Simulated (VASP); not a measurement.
A run of VASP 6.6.1:

Contents of INCAR:

```
SYSTEM = Na12H7C2N
ALGO = Normal
DIPOL = 0.5 0.5 0.514
EDIFF = 1E-7
ENCUT = 520
GGA = PE
IDIPOL = 3
ISIF = 2
ISMEAR = 0
IVDW = 12
LASPH = .TRUE.
LCHARG = .FALSE.
LDIPOL = .TRUE.
LREAL = Auto
LWAVE = .FALSE.
NBANDS = 69
NELM = 80
PREC = Accurate
SIGMA = 0.1
```

The input KPOINTS:

```
k-points
0
G
  3 3 1
  0 0 0
```

The input POSCAR:

```
Na12H7C2N
1.0
    7.0632143068      0.0000000000      0.0000000000
   -2.3544047689      6.6592623111      0.0000000000
    0.0000000000      0.0000000000     26.8862903319
Na C N H
12 2 1 7
Direct
    0.2500000000      0.2500000000      0.2975494165
    0.2500000000      0.7500000000      0.2975494165
    0.7500000000      0.2500000000      0.2975494165
    0.7500000000      0.7500000000      0.2975494165
    0.4988480375      0.5013493610      0.4027401217
    0.5184443220      0.0055434516      0.4101592607
   -0.0017624813      0.4883790739      0.4101748806
    0.0148030894     -0.0062460618      0.4043952836
    0.7580894227      0.7356259885      0.5088905236
    0.7771329049      0.2392577918      0.5280870610
    0.2623549025      0.7442775674      0.5184940709
    0.2763832235      0.2473988478      0.5113941373
    0.7614765418      1.0649150571      0.6449043850
    0.8801623768      1.4300388084      0.6440054679
    0.7472445017      1.2458657497      0.6209509426
    0.7361182049      1.0618590291      0.6855703717
    0.9118031870      1.0555845328      0.6382678598
    0.6511946673      0.9312373922      0.6281968531
    0.6020296556      1.2444967721      0.6233272676
    0.8570593833      1.4362043196      0.6846004017
    0.8570929234      1.5612593081      0.6264839053
    1.0373152884      1.4412739409      0.6375107952
```

Potentials or basis: VASP PAW PBE potentials, release 64 (Na_pv, C, N, H).

The run is started by

```sh
$ cat potpaw_PBE.64/Na_pv/POTCAR potpaw_PBE.64/C/POTCAR potpaw_PBE.64/N/POTCAR potpaw_PBE.64/H/POTCAR > POTCAR
$ mpirun -np 1 vasp_std > vasp.out
```

Hardware: 1 thread of Intel(R) Xeon(R) 6975P-C (Granite Rapids) (shared host).

Task: Estimate the wall time of this run.

Result: Wall time 11 min on 1 thread of Intel(R) Xeon(R) 6975P-C (Granite Rapids), on a shared host, peak memory 1.2 GiB. Counts: scf iterations 27, k points 5.
